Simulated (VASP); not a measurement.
# Sn2TeS (I4mm) in VASP: notebook, part 2 of 2

VASP 6.6.1.

## (4) Single point, PBE

This run uses another cell than the first one, of 30.79 Å³/atom, 1.063 times its volume.

INCAR reads:

```
ALGO = Normal
EDIFF = 1E-7
ENCUT = 520
GGA = PE
ISIF = 2
ISMEAR = 0
LASPH = True
LCHARG = False
LREAL = False
LWAVE = False
NBANDS = 28
NELM = 60
PREC = Accurate
SIGMA = 0.1
```

KPOINTS reads:

```
k-points
0
Gamma
  6 6 6
```

POSCAR reads:

```
Sn2TeS
1.0
   -2.6131546733      2.6131546733      4.5088655367
    2.6131546733     -2.6131546733      4.5088655367
    2.6131546733      2.6131546733     -4.5088655367
Sn Te S
2 1 1
Direct
    0.4645139297      0.9645139297      0.5000000000
    0.9645139297      0.4645139297      0.5000000000
    0.7866377625      0.7866377625      0.0000000000
    0.3442205481      0.3442205481      0.0000000000
```

Potentials or basis: VASP PAW PBE potentials, release 64 (Sn_d, Te, S).

Launch:

```bash
$ cat potpaw_PBE.64/Sn_d/POTCAR potpaw_PBE.64/Te/POTCAR potpaw_PBE.64/S/POTCAR > POTCAR
$ mpirun -np 1 vasp_std > vasp.out
```

OUTCAR:

```text
EDIFF = 1E-7
   ENCUT = 520
   GGA = PE
   ISIF = 2
   ISMEAR = 0
   LASPH = True
   LREAL = False
   NELM = 60
   PREC = Accurate

 ion  position               nearest neighbor table
   1  0.465  0.965  0.500-   4 2.83   4 2.83   3 3.07   3 3.07   2 3.70   2 3.70   2 3.70   2 3.70

   2  0.965  0.465  0.500-   4 2.83   4 2.83   3 3.07   3 3.07   1 3.70   1 3.70   1 3.70   1 3.70

   3  0.787  0.787  0.000-   1 3.07   2 3.07   1 3.07   2 3.07
   4  0.344  0.344  0.000-   1 2.83   2 2.83   2 2.83   1 2.83

  LATTYP: Found a body centered tetragonal cell.
 ALAT       =     5.2263093466
 C/A-ratio  =     1.7254491603

  Lattice vectors:

 A1 = (  -2.6131546733,   2.6131546733,   4.5088655367)
 A2 = (   2.6131546733,  -2.6131546733,   4.5088655367)
 A3 = (   2.6131546733,   2.6131546733,  -4.5088655367)

Analysis of symmetry for initial positions (statically):
=====================================================================
 Subroutine PRICEL returns:
 Original cell was already a primitive cell.

 Routine SETGRP: Setting up the symmetry group for a
 body centered tetragonal supercell.

 Subroutine GETGRP returns: Found  8 space group operations
 (whereof  8 operations were pure point group operations)
 out of a pool of 16 trial point group operations.

The static configuration has the point symmetry C_4v.

Analysis of symmetry for dynamics (positions and initial velocities):
=====================================================================
 Subroutine PRICEL returns:
 Original cell was already a primitive cell.

 Routine SETGRP: Setting up the symmetry group for a
 body centered tetragonal supercell.

 Subroutine GETGRP returns: Found  8 space group operations
 (whereof  8 operations were pure point group operations)
 out of a pool of 16 trial point group operations.

[... 121 lines left out ...]
   IALGO  =     38    algorithm
   IMIX   =      4    mixing-type and parameters
     AMIX     =   0.40;   BMIX     =  1.00
     AMIX_MAG =   1.60;   BMIX_MAG =  1.00
  volume/ion in A,a.u.               =      30.79       207.78
  Fermi-wavevector in a.u.,A,eV,Ry     =   1.125319  2.126545 17.229641  1.266343
  Thomas-Fermi vector in A             =   2.261995
   LORBIT       =      0    0 simple, 1 ext, 2 COOP (PROOUT), +10 PAW based schemes
   GGA     = PE    functional components
   LHFCALC =     F    Hartree Fock is set to
   AEXX    =    0.0000 exact exchange contribution
   IVDW    =     0    specifies the selected vdW correction
   LEPSILON=     F    determine dielectric tensor
   LRPA    =     F    only Hartree local field effects (RPA)
 non-spin polarized calculation
 Gauss-broadening in eV      SIGMA  =   0.10
  energy-cutoff  :      520.00
  volume of cell :      123.16
 maximum number of plane-waves:      3353
 NGX is ok and might be reduce to    48
   NGX = 21   NGY = 21   NGZ = 21

 number of electron      39.9999999 magnetization

 Free energy of the ion-electron system (eV)
  ---------------------------------------------------
  ext. energy  EPLUGINS =         0.00000000
  ---------------------------------------------------
  free energy    TOTEN  =       -15.49258404 eV

  energy without entropy =      -15.48791395  energy(sigma->0) =      -15.49024900

 E-fermi :   5.2202     XC(G=0):  -9.1290

 val. band max:        5.1905550801   @ k =   0.5000   0.5000   0.3333
 cond. band min:       5.3277259323   @ k =   0.1667   0.1667   0.0000
 fundamental gap:      0.1371708522
 Fermi energy:         5.2201873786

 k-point     1 :       0.0000    0.0000    0.0000
  band No.  band energies     occupation
      1     -16.2761      2.00000
      2     -16.2735      2.00000
      3     -16.2573      2.00000
      4     -16.2573      2.00000
      5     -16.2495      2.00000
      6     -16.2293      2.00000
[... 733 lines left out ...]
     27      10.9884      0.00000
     28      12.1058      0.00000

 [... further k-points ...]

------------------------ aborting loop because EDIFF is reached ----------------------------------------

  FORCE on cell =-STRESS in cart. coord.  units (eV):
  Direction    XX          YY          ZZ          XY          YZ          ZX
  --------------------------------------------------------------------------------------
  -------------------------------------------------------------------------------------
  Total        0.0102811      0.0102811     -0.0051769      0.0000000      0.0000000     -0.0000000
  in kB        0.1337503      0.1337503     -0.0673474      0.0000000      0.0000000     -0.0000000
  external PRESSURE =       0.0667177 kB  Pullay stress =       0.0000000 kB

 VOLUME and BASIS-vectors are now :
 -----------------------------------------------------------------------------
  energy-cutoff  :      520.00
  volume of cell :      123.16
      direct lattice vectors                 reciprocal lattice vectors
    -2.613154673  2.613154673  4.508865537     0.000000000  0.191339612  0.110892639
     2.613154673 -2.613154673  4.508865537     0.191339612  0.000000000  0.110892639
     2.613154673  2.613154673 -4.508865537     0.191339612  0.191339612  0.000000000

 POSITION                                       TOTAL-FORCE (eV/Angst)
 -----------------------------------------------------------------------------------
      2.61315     -0.00000      4.18886         0.000000      0.000000      0.012090
     -0.00000      2.61315      4.18886         0.000000      0.000000      0.012090
      0.00000      0.00000      7.09369        -0.000000     -0.000000     -0.010023
      0.00000      0.00000      3.10409        -0.000000     -0.000000     -0.014157
 -----------------------------------------------------------------------------------
    total drift:                               -0.000001     -0.000001     -0.000462

  FREE ENERGIE OF THE ION-ELECTRON SYSTEM (eV)
  ---------------------------------------------------
  free  energy   TOTEN  =       -15.4925840418 eV

  energy  without entropy=      -15.4879139491  energy(sigma->0) =      -15.49024900
```

OSZICAR:

```text
N       E                     dE             d eps       ncg     rms          rms(c)
DAV:   1     0.350667629352E+03    0.35067E+03   -0.19079E+04  1696   0.171E+03
DAV:   2     0.329044037627E+02   -0.31776E+03   -0.30954E+03  1712   0.442E+02
DAV:   3    -0.138479798295E+02   -0.46752E+02   -0.45583E+02  2020   0.151E+02
DAV:   4    -0.161470617530E+02   -0.22991E+01   -0.22883E+01  1960   0.347E+01
DAV:   5    -0.162151501919E+02   -0.68088E-01   -0.68079E-01  2296   0.650E+00    0.697E+00
DAV:   6    -0.154778402778E+02    0.73731E+00   -0.15945E+00  2212   0.694E+00    0.462E+00
DAV:   7    -0.154985749895E+02   -0.20735E-01   -0.49527E-01  2048   0.261E+00    0.265E+00
DAV:   8    -0.154970996848E+02    0.14753E-02   -0.77549E-02  2016   0.154E+00    0.392E-01
DAV:   9    -0.154920897962E+02    0.50099E-02   -0.32155E-02  1948   0.923E-01    0.189E-01
DAV:  10    -0.154924717629E+02   -0.38197E-03   -0.41250E-03  1952   0.301E-01    0.142E-01
DAV:  11    -0.154925762018E+02   -0.10444E-03   -0.66484E-04  2244   0.130E-01    0.512E-02
DAV:  12    -0.154925839012E+02   -0.76994E-05   -0.62109E-05  1900   0.385E-02    0.168E-02
DAV:  13    -0.154925840815E+02   -0.18032E-06   -0.87753E-06  1936   0.134E-02    0.833E-03
DAV:  14    -0.154925839828E+02    0.98743E-07   -0.16177E-06  1880   0.663E-03    0.307E-03
DAV:  15    -0.154925840418E+02   -0.59033E-07   -0.25910E-07  1508   0.280E-03
   1 F= -.15492584E+02 E0= -.15490249E+02  d E =-.467009E-02
```

Wall time 82 s (1 thread of AMD EPYC 9R45 (Zen 5), shared host); peak memory 0.34 GiB.

What came out:

```
Free energy            : -15.4926 eV
Pressure               : 0.0 GPa
Largest force          : 0.014 eV/Å
Band gap on the k mesh : zero (band 20 reaches 5.41 eV, above the bottom of band 21 at 5.10 eV)
```

Forces in eV/Å, atoms in the order of the input:
```
Sn   0.000  0.000  0.012
Sn   0.000  0.000  0.012
Te   0.000  0.000 -0.010
S    0.000  0.000 -0.014
```

Caveat: spin-orbit coupling is left out, which moves the levels of the heavy elements.

## (5) Relaxation of cell and atoms, PBE

INCAR reads:

```
SYSTEM = Sn2TeS
PREC = Accurate
ENCUT = 600
EDIFF = 1E-7
ISMEAR = 0
SIGMA = 0.1
LREAL = .False.
LASPH = .True.
NELM = 80
ALGO = Normal
ISIF = 3
LWAVE = .False.
LCHARG = .False.
GGA = PE
IBRION = 2
NSW = 90
EDIFFG = -0.04
```

KPOINTS reads:

```
Automatic mesh
0
Gamma
  4 4 4
  0 0 0
```

POSCAR reads:

```
Sn2TeS
1.0
   -2.9158737300      2.9158737300      3.4068440000
    2.9158737300     -2.9158737300      3.4068440000
    2.9158737300      2.9158737300     -3.4068440000
Sn Te S
2 1 1
Direct
    0.4662001200      0.9662001200      0.5000000000
    0.9662001200      0.4662001200      0.5000000000
    0.7765109200      0.7765109200      0.0000000000
    0.3509750100      0.3509750100      0.0000000000
```

Potentials or basis: VASP PAW PBE potentials, release 64 (Sn_d, Te, S).

Launch:

```bash
$ cat potpaw_PBE.64/Sn_d/POTCAR potpaw_PBE.64/Te/POTCAR potpaw_PBE.64/S/POTCAR > POTCAR
$ mpirun -np 1 vasp_std > vasp.out
```

OUTCAR:

```text
SYSTEM = Sn2TeS
   PREC = Accurate
   ENCUT = 600
   EDIFF = 1E-7
   ISMEAR = 0
   LREAL = .False.
   LASPH = .True.
   NELM = 80
   ISIF = 3
   GGA = PE
   IBRION = 2
   NSW = 90
   EDIFFG = -0.04

 ion  position               nearest neighbor table
   1  0.466  0.966  0.500-   4 3.02   4 3.02   3 3.19   3 3.19   2 3.41   2 3.41   3 3.60   3 3.60

   2  0.966  0.466  0.500-   4 3.02   4 3.02   3 3.19   3 3.19   1 3.41   1 3.41   3 3.60   3 3.60

   3  0.777  0.777  0.000-   4 2.90   2 3.19   1 3.19   1 3.19   2 3.19   1 3.60   2 3.60   2 3.60
                             1 3.60
   4  0.351  0.351  0.000-   3 2.90   1 3.02   2 3.02   1 3.02   2 3.02

  LATTYP: Found a body centered tetragonal cell.
 ALAT       =     5.8317474600
 C/A-ratio  =     1.1683784400

  Lattice vectors:

 A1 = (  -2.9158737300,   2.9158737300,   3.4068440000)
 A2 = (   2.9158737300,  -2.9158737300,   3.4068440000)
 A3 = (   2.9158737300,   2.9158737300,  -3.4068440000)

Analysis of symmetry for initial positions (statically):
=====================================================================
 Subroutine PRICEL returns:
 Original cell was already a primitive cell.

[... 164 lines left out ...]

------------------------ aborting loop because EDIFF is reached ----------------------------------------

  FORCE on cell =-STRESS in cart. coord.  units (eV):
  Direction    XX          YY          ZZ          XY          YZ          ZX
  --------------------------------------------------------------------------------------
  -------------------------------------------------------------------------------------
  Total       -1.8097406     -1.8097406      0.2046401      0.0000000      0.0000000      0.0000000
  in kB      -25.0251827    -25.0251827      2.8297734      0.0000000      0.0000000      0.0000000
  external PRESSURE =     -15.7401973 kB  Pullay stress =       0.0000000 kB
[... 95 lines left out ...]
  FREE ENERGIE OF THE ION-ELECTRON SYSTEM (eV)
  ---------------------------------------------------
  free  energy   TOTEN  =       -15.1204114578 eV

  energy  without entropy=      -15.1126282281  energy(sigma->0) =      -15.11651984

[... ionic steps 4 to 26 ...]

--------------------------------------- Ionic step       27  -------------------------------------------

 number of electron      40.0000002 magnetization

------------------------ aborting loop because EDIFF is reached ----------------------------------------
[... 71 lines left out ...]
--------------------------------------- Ionic step       29  -------------------------------------------

 number of electron      40.0000003 magnetization

 Free energy of the ion-electron system (eV)
  ---------------------------------------------------
  ext. energy  EPLUGINS =         0.00000000
  ---------------------------------------------------
  free energy    TOTEN  =       -15.47126966 eV

  energy without entropy =      -15.46602989  energy(sigma->0) =      -15.46864978

 E-fermi :   5.0226     XC(G=0):  -8.9601

 val. band max:        4.9225408478   @ k =  -0.2500   0.5000   0.2500
 cond. band min:       5.1222645769   @ k =   0.2500  -0.0000   0.0000
 fundamental gap:      0.1997237291
 Fermi energy:         5.0225770959

 k-point     1 :       0.0000    0.0000    0.0000
  band No.  band energies     occupation
      1     -16.5779      2.00000
      2     -16.5764      2.00000
      3     -16.5606      2.00000
      4     -16.5606      2.00000
      5     -16.5494      2.00000
      6     -16.5337      2.00000
[... 371 lines left out ...]
  FREE ENERGIE OF THE ION-ELECTRON SYSTEM (eV)
  ---------------------------------------------------
  free  energy   TOTEN  =       -15.4712696639 eV

  energy  without entropy=      -15.4660298930  energy(sigma->0) =      -15.46864978

 reached required accuracy - stopping structural energy minimisation
```

CONTCAR:

```text
Sn2TeS
   1.00000000000000
    -2.6110551765537209    2.6110551765537209    4.6550802178904744
     2.6110551765537209   -2.6110551765537209    4.6550802178904744
     2.6110551765537209    2.6110551765537209   -4.6550802178904744
  Sn              Te              S
     2     1     1
Direct
     0.4623600656998441    0.9623600656998441    0.5000000000000000
     0.9623600656998441    0.4623600656998441    0.5000000000000000
     0.7877045460162511    0.7877045460162511    0.0000000000000000
     0.3474614925840662    0.3474614925840662    0.0000000000000000

  0.00000000E+00  0.00000000E+00  0.00000000E+00
  0.00000000E+00  0.00000000E+00  0.00000000E+00
  0.00000000E+00  0.00000000E+00  0.00000000E+00
  0.00000000E+00  0.00000000E+00  0.00000000E+00
```

Wall time 12 min (1 thread of AMD EPYC 9R45 (Zen 5), shared host); peak memory 0.34 GiB.

What came out:

```
Free energy                            : -15.4713 eV
Relaxed volume                         : 31.74 Å³/atom
Relaxed cell                           : a = 5.942 Å, b = 5.942 Å, c = 5.942 Å, α = 127.86°, β = 127.86°, γ = 76.85°
Space group after relaxing (to 0.05 Å) : I4mm (No. 107)
Energy gained by relaxing              : 124.6 meV/atom
Ionic steps                            : 29
Pressure after relaxing                : 0.0 GPa
Largest force after relaxing           : 0.030 eV/Å
Band gap on the k mesh                 : 0.20 eV, indirect (least direct gap 0.79 eV)
```

Forces on the atoms (eV/Å):
```
Sn   0.000  0.000 -0.003
Sn   0.000  0.000 -0.003
Te   0.000  0.000 -0.024
S    0.000  0.000  0.030
```

The path:
```csv
step,energy change (eV),largest force (eV/Å),pressure (GPa),volume (Å³)
1,0.0000,1.0065,-1.57,115.86
2,-0.1181,0.8421,0.20,111.14
3,-0.1475,0.6640,1.53,108.30
4,-0.1500,0.6087,2.07,107.22
5,-0.2155,0.2783,1.54,108.86
6,-0.2332,0.1378,1.30,110.11
7,-0.2343,0.2472,1.23,110.58
8,-0.2479,0.1188,-0.27,113.96
9,-0.2481,0.1322,-0.12,113.60
10,-0.2545,0.1465,-0.13,113.85
11,-0.2832,0.1708,-0.17,114.59
12,-0.3537,0.0798,-0.23,115.91
13,-0.4372,0.1663,-0.18,117.99
14,-0.1491,0.9205,-1.20,120.06
15,-0.4317,0.3774,-0.43,118.37
16,-0.4385,0.3943,-0.15,117.97
17,-0.4406,0.4167,0.11,117.57
18,-0.4492,0.3663,0.19,117.79
19,-0.4694,0.2016,0.45,118.45
20,-0.4780,0.2029,1.17,119.74
21,-0.4806,0.0484,0.89,119.30
22,-0.4882,0.0447,0.47,121.21
23,-0.4915,0.1083,-0.04,123.62
24,-0.4926,0.1017,-0.03,123.85
25,-0.4953,0.0806,0.01,124.55
26,-0.4979,0.0606,0.12,125.94
27,-0.4980,0.0632,0.15,126.23
28,-0.4978,0.0407,-0.25,127.85
29,-0.4984,0.0301,-0.03,126.95
```

Final structure:
```cif
data_structure
_symmetry_space_group_name_H-M 'P 1'
_symmetry_Int_Tables_number 1
_cell_length_a 5.9418
_cell_length_b 5.9418
_cell_length_c 5.9418
_cell_angle_alpha 127.864
_cell_angle_beta 127.864
_cell_angle_gamma 76.846
_cell_volume 126.95
loop_
_atom_site_label
_atom_site_type_symbol
_atom_site_fract_x
_atom_site_fract_y
_atom_site_fract_z
_atom_site_occupancy
Sn1 Sn 0.46236 0.96236 0.50000 1
Sn2 Sn 0.96236 0.46236 0.50000 1
Te1 Te 0.78770 0.78770 0.00000 1
S1 S 0.34746 0.34746 0.00000 1
```

Levels at points of the mesh, in eV from the valence-band top:
```tsv
k point	band 17	band 18	band 19	band 20	band 21	band 22	band 23	band 24
(0.00, 0.00, 0.00)	-2.24	-1.52	-1.52	-1.43	0.42	1.02	1.02	1.62
(0.50, 0.00, 0.00)	-2.82	-2.28	-0.89	-0.52	1.46	2.11	2.33	3.54
(0.50, 0.50, 0.00)	-2.08	-0.98	-0.38	-0.34	1.14	2.75	2.98	3.44
(0.50, 0.50, 0.50)	-1.27	-1.27	-1.10	-0.08	1.13	2.36	2.89	2.89
```

Caveat: spin-orbit coupling is left out, which moves the levels of the heavy elements.

## (6) Overview

```csv
task,cell,k mesh,cutoff (eV),gap on the mesh (eV),pressure (GPa),largest force (eV/Å)
single point,"a = 5.349 Å, angles 113.9, 113.9, 100.9°, 4 atoms",4 × 4 × 4,520,none,-1.6,1.01
single point,"a = 5.927 Å, angles 127.7, 127.7, 77.1°, 4 atoms",4 × 4 × 4,520,0.18,0.0,0.03
single point,"a = 5.830 Å, angles 126.7, 126.7, 78.7°, 4 atoms",6 × 6 × 6,520,none,0.0,0.01
relaxation of cell and atoms,"relaxed from a = 5.349 Å, angles 113.9, 113.9, 100.9°, 4 atoms",4 × 4 × 4,600,0.20,0.0,0.03
```

Alike in all rows: level PBE; potentials or basis VASP PAW PBE potentials, release 64 (Sn_d, Te, S); no spin polarisation; smearing gaussian 0.1 eV.

Caveats: some runs use coarse meshes; spin-orbit coupling is left out, which moves the levels of the heavy elements; forces of over 1 eV/Å act on the atoms, so gaps and moduli don't describe the material at rest (some runs).

Absolute energies hang on the potentials; compare differences alone.
